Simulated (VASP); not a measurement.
# Si (P6_3/mmc) in VASP: settings compared

Aim: see how the results for Si move with the level of theory and the settings. Levels: LDA, PBEsol, PBE. Tasks: single point.

Program: VASP 6.6.1. These are calculated values, not measurements. Logs are shortened: lines on timing, memory, paths and dates and some standing lists are left out, and cuts for length are marked.

## Step 1: The cell of the first run

It takes space group P6_3/mmc (No. 194, hexagonal). Conventional cell: a = 3.810 Å, b = 3.810 Å, c = 12.520 Å, α = 90.00°, β = 90.00°, γ = 120.00°. Si (site symmetry 3m) has 4 Si at 2.33 to 2.34 Å within 3.1 Å. Within 3.1 Å of Si (site symmetry 3m) lie 4 Si at 2.34 to 2.36 Å.

This isn't the form of Si at room conditions, which is diamond.

## Step 2: Single point, LDA

File INCAR:

```
SYSTEM = Si
ALGO = Normal
EDIFF = 1E-6
ENCUT = 520
ISIF = 2
ISMEAR = -1
LASPH = .TRUE.
LCHARG = .FALSE.
LREAL = .FALSE.
LWAVE = .FALSE.
NBANDS = 26
NELM = 80
PREC = Accurate
SIGMA = 0.02
```

File KPOINTS:

```
k-points
0
G
  12 12 2
  0 0 0
```

File POSCAR:

```
Si
1.0
    3.8097894430      0.0000000000      0.0000000000
   -1.9048947215      3.2993744407      0.0000000000
    0.0000000000      0.0000000000     12.5196173039
Si
8
Direct
    0.0000000000      0.0000000000      0.0005308350
    0.3333333333      0.6666666667      0.2496611978
    0.0000000000      0.0000000000      0.5005308350
    0.6666666667      0.3333333333      0.7496611978
    0.0000000000      0.0000000000      0.1869691650
    0.3333333333      0.6666666667      0.4378388022
    0.0000000000      0.0000000000      0.6869691650
    0.6666666667      0.3333333333      0.9378388022
```

Potentials or basis: VASP PAW LDA potentials, release 64 (Si).

Launch:

```sh
cat potpaw_LDA.64/Si/POTCAR > POTCAR
mpirun -np 1 vasp_std > vasp.out
```

OUTCAR:

```text
SYSTEM = Si
   EDIFF = 1E-6
   ENCUT = 520
   ISIF = 2
   ISMEAR = -1
   LASPH = .TRUE.
   LREAL = .FALSE.
   NELM = 80
   PREC = Accurate

 ion  position               nearest neighbor table
   1  0.000  0.000  0.001-   5 2.33   8 2.34   8 2.34   8 2.34
   2  0.333  0.667  0.250-   5 2.34   5 2.34   5 2.34   6 2.36
   3  0.000  0.000  0.501-   7 2.33   6 2.34   6 2.34   6 2.34
   4  0.667  0.333  0.750-   7 2.34   7 2.34   7 2.34   8 2.36
   5  0.000  0.000  0.187-   1 2.33   2 2.34   2 2.34   2 2.34
   6  0.333  0.667  0.438-   3 2.34   3 2.34   3 2.34   2 2.36
   7  0.000  0.000  0.687-   3 2.33   4 2.34   4 2.34   4 2.34
   8  0.667  0.333  0.938-   1 2.34   1 2.34   1 2.34   4 2.36

  LATTYP: Found a hexagonal cell.
 ALAT       =     3.8097894430
 C/A-ratio  =     3.2861704016

  Lattice vectors:

 A1 = (   3.8097894430,   0.0000000000,   0.0000000000)
 A2 = (  -1.9048947215,   3.2993744407,   0.0000000000)
 A3 = (   0.0000000000,   0.0000000000,  12.5196173039)

Analysis of symmetry for initial positions (statically):
=====================================================================
 Subroutine PRICEL returns:
 Original cell was already a primitive cell.

 Routine SETGRP: Setting up the symmetry group for a
 hexagonal supercell.

 Subroutine GETGRP returns: Found 24 space group operations
 (whereof  6 operations were pure point group operations)
 out of a pool of 24 trial point group operations.

The static configuration has the point symmetry C_3v.
 The point group associated with its full space group is D_6h.

Analysis of symmetry for dynamics (positions and initial velocities):
=====================================================================
 Subroutine PRICEL returns:
 Original cell was already a primitive cell.

 Routine SETGRP: Setting up the symmetry group for a
 hexagonal supercell.

 Subroutine GETGRP returns: Found 24 space group operations
 (whereof  6 operations were pure point group operations)
 out of a pool of 24 trial point group operations.

The dynamic configuration has the point symmetry C_3v.
 The point group associated with its full space group is D_6h.

 Subroutine INISYM returns: Found 24 space group operations
 (whereof  6 operations are pure point group operations),
 and found     1 'primitive' translations

----------------------------------------------------------------------------------------

                                     Primitive cell

  volume of cell :     157.3706

  direct lattice vectors                    reciprocal lattice vectors
     3.809789443  0.000000000  0.000000000     0.262481697  0.151543879  0.000000000
    -1.904894722  3.299374441  0.000000000     0.000000000  0.303087757  0.000000000
     0.000000000  0.000000000 12.519617304     0.000000000  0.000000000  0.079874646

  length of vectors
     3.809789443  3.809789443 12.519617304     0.303087757  0.303087757  0.079874646

  position of ions in fractional coordinates (direct lattice)
     0.000000000  0.000000000  0.000530835
     0.333333333  0.666666667  0.249661198
     0.000000000  0.000000000  0.500530835
     0.666666667  0.333333333  0.749661198
     0.000000000  0.000000000  0.186969165
     0.333333333  0.666666667  0.437838802
     0.000000000  0.000000000  0.686969165
     0.666666667  0.333333333  0.937838802

  ion indices of the primitive-cell ions
   primitive index   ion index
                 1           1
                 2           2
                 3           3
                 4           4
                 5           5
                 6           6
                 7           7
                 8           8

----------------------------------------------------------------------------------------

 KPOINTS: k-points

Automatic generation of k-mesh.
 Grid dimensions read from file:
 generate k-points for:   12   12    2

 Generating k-lattice:

  Cartesian coordinates                     Fractional coordinates (reciprocal lattice)
     0.021873475  0.012628657  0.000000000     0.083333333  0.000000000  0.000000000
     0.000000000  0.025257313  0.000000000     0.000000000  0.083333333  0.000000000
     0.000000000  0.000000000  0.039937323     0.000000000  0.000000000  0.500000000

  Length of vectors
     0.025257313  0.025257313  0.039937323

  Shift w.r.t. Gamma in fractional coordinates (k-lattice)
     0.000000000  0.000000000  0.000000000

 Subroutine IBZKPT returns following result:
 ===========================================

 Found     38 irreducible k-points:

 Following reciprocal coordinates:
            Coordinates               Weight
  0.000000  0.000000  0.000000      1.000000
  0.083333  0.000000  0.000000      6.000000
  0.166667  0.000000  0.000000      6.000000
  0.250000  0.000000  0.000000      6.000000
  0.333333  0.000000  0.000000      6.000000
  0.416667 -0.000000  0.000000      6.000000
[... 16 lines left out ...]
  0.250000  0.000000  0.500000      6.000000
  0.333333  0.000000  0.500000      6.000000
 [... further k-points ...]
   k-points           NKPTS =     38   k-points in BZ     NKDIM =     38   number of bands    NBANDS=     26
   number of dos      NEDOS =    301   number of ions     NIONS =      8
   total plane-waves  NPLWV =  75264
   dimension x,y,z NGX =    28 NGY =   28 NGZ =   96
   dimension x,y,z NGXF=    56 NGYF=   56 NGZF=  192
   ions per type =               8
   NGX,Y,Z   is equivalent  to a cutoff of  12.22, 12.22, 12.75 a.u.
   NGXF,Y,Z  is equivalent  to a cutoff of  24.44, 24.44, 25.50 a.u.
 SYSTEM =  Si
   PREC   = accura    normal or accurate (medium, high low for compatibility)
   ISTART =      0    job   : 0-new  1-cont  2-samecut
   ICHARG =      2    charge: 1-file 2-atom 10-const
   ISPIN  =      1    spin polarized calculation?
   LNONCOLLINEAR =      F non collinear calculations
   LSORBIT =      F    spin-orbit coupling
   LASPH  =      T    aspherical Exc in radial PAW
   ENCUT  =  520.0 eV  38.22 Ry    6.18 a.u.   7.08  7.08 23.28*2*pi/ulx,y,z
   NELM   =     80;   NELMIN=  2; NELMDL= -5     # of ELM steps
   EDIFF  = 0.1E-05   stopping-criterion for ELM
   LREAL  =      F    real-space projection
   EDIFFG = 0.1E-04   stopping-criterion for IOM
   NSW    =      0    number of steps for IOM
   IBRION =     -1    ionic relax: 0-MD 1-quasi-New 2-CG
   NFREE  =      0    steps in history (QN), initial steepest desc. (CG)
   ISIF   =      2    stress and relaxation
   ISYM   =      2    0-nonsym 1-usesym 2-fastsym
   POTIM  = 0.5000    time-step for ionic-motion
   TEBEG  =    0.0;   TEEND  =   0.0 temperature during run
   PSTRESS=    0.0 pullay stress
   NELECT =      32.0000    total number of electrons
   NUPDOWN=      -1.0000    fix difference up-down
   EMIN   =  10.00;   EMAX   =-10.00  energy-range for DOS
   EFERMI =   0.00;   METHOD = LEGACY
   ISMEAR =    -1;   SIGMA  =   0.02  broadening in eV -4-tet -1-fermi 0-gaus
   EFERMI_NEDOS =   21; number of points for ismear=-14 and -15
   IALGO  =     38    algorithm
   IMIX   =      4    mixing-type and parameters
     AMIX     =   0.40;   BMIX     =  1.00
     AMIX_MAG =   1.60;   BMIX_MAG =  1.00
  volume/ion in A,a.u.               =      19.67       132.75
  Fermi-wavevector in a.u.,A,eV,Ry     =   0.962684  1.819208 12.609334  0.926760
  Thomas-Fermi vector in A             =   2.092164
   LORBIT       =      0    0 simple, 1 ext, 2 COOP (PROOUT), +10 PAW based schemes
   GGA     = CA    functional components
   LHFCALC =     F    Hartree Fock is set to
   AEXX    =    0.0000 exact exchange contribution
   IVDW    =     0    specifies the selected vdW correction
   LEPSILON=     F    determine dielectric tensor
   LRPA    =     F    only Hartree local field effects (RPA)
 non-spin polarized calculation
  energy-cutoff  :      520.00
  volume of cell :      157.37
 maximum number of plane-waves:      4272
   NGX = 15   NGY = 15   NGZ = 47

 number of electron      32.0000000 magnetization

 Free energy of the ion-electron system (eV)
  ---------------------------------------------------
  ext. energy  EPLUGINS =         0.00000000
  ---------------------------------------------------
  free energy    TOTEN  =       -47.66058579 eV

  energy without entropy =      -47.66058554  energy(sigma->0) =      -47.66058567

 E-fermi :   6.2715     XC(G=0):  -9.6709

 val. band max:        6.0674151508   @ k =   0.0000   0.0000   0.0000
 cond. band min:       6.4932944081   @ k =   0.5000   0.0000   0.0000
 fundamental gap:      0.4258792573
 Fermi energy:         6.2715468400

 k-point     1 :       0.0000    0.0000    0.0000
  band No.  band energies     occupation
      1      -6.1377      2.00000
      2      -5.3372      2.00000
      3      -5.3217      2.00000
      4      -3.7745      2.00000
      5      -1.1319      2.00000
      6       1.9261      2.00000
[... 18 lines left out ...]
     25       9.5289      0.00000
     26       9.6677      0.00000

 k-point     2 :       0.0833    0.0000    0.0000
  band No.  band energies     occupation
      1      -6.0553      2.00000
      2      -5.2555      2.00000
      3      -5.2406      2.00000
      4      -3.6916      2.00000
      5      -1.0857      2.00000
      6       1.9355      2.00000
[... 18 lines left out ...]
     25       9.3759      0.00000
     26       9.8148      0.00000

 k-point     3 :       0.1667    0.0000    0.0000
  band No.  band energies     occupation
      1      -5.8103      2.00000
      2      -5.0129      2.00000
      3      -4.9998      2.00000
      4      -3.4449      2.00000
      5      -0.9737      2.00000
      6       1.8558      2.00000
[... 572 lines left out ...]
 k-point    23 :       0.2500    0.0000    0.5000
  band No.  band energies     occupation
      1      -5.2065      2.00000
      2      -5.2065      2.00000
      3      -3.7139      2.00000
      4      -3.7139      2.00000
      5      -0.0305      2.00000
      6      -0.0305      2.00000
[... 18 lines left out ...]
     25      10.6514      0.00000
     26      10.6514      0.00000

 k-point    24 :       0.3333    0.0000    0.5000
  band No.  band energies     occupation
      1      -4.6728      2.00000
      2      -4.6728      2.00000
      3      -3.2121      2.00000
      4      -3.2121      2.00000
      5      -0.5537      2.00000
      6      -0.5537      2.00000
[... 18 lines left out ...]
     25      10.0834      0.00000
     26      10.0834      0.00000

 [... further k-points ...]

------------------------ aborting loop because EDIFF is reached ----------------------------------------

  FORCE on cell =-STRESS in cart. coord.  units (eV):
  Direction    XX          YY          ZZ          XY          YZ          ZX
  --------------------------------------------------------------------------------------
  -------------------------------------------------------------------------------------
  Total        0.0720024      0.0720024      0.0701248      0.0000000     -0.0000000      0.0000000
  in kB        0.7330503      0.7330503      0.7139351      0.0000000     -0.0000000      0.0000000
  external PRESSURE =       0.7266785 kB  Pullay stress =       0.0000000 kB

 VOLUME and BASIS-vectors are now :
 -----------------------------------------------------------------------------
  energy-cutoff  :      520.00
  volume of cell :      157.37
      direct lattice vectors                 reciprocal lattice vectors
     3.809789443  0.000000000  0.000000000     0.262481697  0.151543879  0.000000000
    -1.904894722  3.299374441  0.000000000     0.000000000  0.303087757  0.000000000
     0.000000000  0.000000000 12.519617304     0.000000000  0.000000000  0.079874646

 POSITION                                       TOTAL-FORCE (eV/Angst)
 -----------------------------------------------------------------------------------
      0.00000      0.00000      0.00665        -0.000000     -0.000000     -0.000770
     -0.00000      2.19958      3.12566        -0.000000     -0.000000      0.001073
      0.00000      0.00000      6.26645        -0.000000      0.000000     -0.000770
      1.90489      1.09979      9.38547         0.000000      0.000000      0.001073
      0.00000      0.00000      2.34078        -0.000000      0.000000      0.000770
     -0.00000      2.19958      5.48157        -0.000000     -0.000000     -0.001073
      0.00000      0.00000      8.60059         0.000000     -0.000000      0.000770
      1.90489      1.09979     11.74138         0.000000      0.000000     -0.001073
 -----------------------------------------------------------------------------------
    total drift:                               -0.000000      0.000000      0.000000

  FREE ENERGIE OF THE ION-ELECTRON SYSTEM (eV)
  ---------------------------------------------------
  free  energy   TOTEN  =       -47.6605857899 eV

  energy  without entropy=      -47.6605855435  energy(sigma->0) =      -47.66058567
```

Run time: 2.5 min. Hardware: 1 thread of Intel Xeon Platinum 8259CL at 2.50GHz (Skylake/Cascade Lake), shared host; peak memory 0.26 GiB.

Results:

```yaml
Free_energy: -47.6606 eV
Pressure: 0.1 GPa
Band_gap_on_the_k_mesh: 0.43 eV (least direct gap 1.24 eV)
```

Levels at points of the mesh, in eV from the valence-band top:
| k point | band 12 | band 13 | band 14 | band 15 | band 16 | band 17 | band 18 | band 19 | band 20 | band 21 |
| --- | --- | --- | --- | --- | --- | --- | --- | --- | --- | --- |
| (0.00, 0.00, 0.00) | -0.77 | -0.77 | -0.17 | 0.00 | 0.00 | 1.24 | 1.71 | 2.10 | 2.26 | 2.26 |
| (0.50, 0.00, 0.00) | -2.35 | -2.34 | -2.26 | -1.75 | -1.33 | 0.43 | 0.64 | 1.02 | 1.31 | 1.44 |
| (0.00, 0.00, 0.50) | -1.24 | -0.31 | -0.31 | -0.31 | -0.31 | 1.40 | 1.40 | 2.54 | 2.54 | 2.59 |
| (0.50, 0.00, 0.50) | -2.83 | -2.55 | -2.55 | -1.70 | -1.70 | 0.62 | 0.62 | 1.86 | 1.86 | 2.10 |

Caveat: semilocal functionals underestimate gaps, and a narrow one can read as zero.

(Continued in part 2 of 3.)
